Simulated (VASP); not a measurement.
Runs of VASP 6.6.1 on NiPt. It takes space group P4/mmm (No. 123, tetragonal). The conventional cell has a = 2.710 Å, b = 2.710 Å, c = 3.578 Å, α = 90.00°, β = 90.00°, γ = 90.00°. Within 3.6 Å of Ni (site symmetry 4/mmm) lie 8 Pt at 2.62 Å and 6 Ni at 2.71 to 3.58 Å. Pt (site symmetry 4/mmm) has 8 Ni at 2.62 Å and 6 Pt at 2.71 to 3.58 Å within 3.6 Å. 

```tsv
spin	fixed moment (μB)	gap on the mesh (eV)	pressure (GPa)	moment (μB)
collinear, ferromagnetic start	0.31	-	-12.5	0.31
off	-	none	-12.5	-
collinear, ferromagnetic start	0.43	-	-12.3	0.43
collinear, zero start	0.0	-	-12.5	0.00
collinear	0.15	-	-12.5	0.15
collinear, ferromagnetic start	-	none	-12.2	(a)
```

Alike in all rows: task single point; level LDA; potentials or basis VASP PAW LDA potentials, release 64 (Ni, Pt); cell as given; k mesh 11 × 11 × 8; cutoff (eV) 520; smearing fermi-dirac 0.1 eV.

**Question.** Fill in the values left out.

**Answer.** (a) 0.36.

Caveats: the cell stands under tension; spin-orbit coupling is left out, which moves the levels of the heavy elements; the total moment is fixed, so each spin has its own Fermi level (at least some runs).

A k mesh can miss the band edges, and the runs leave out spin-orbit coupling on Pt.

A gap of «none» marks levels without a gap at the run's occupations.
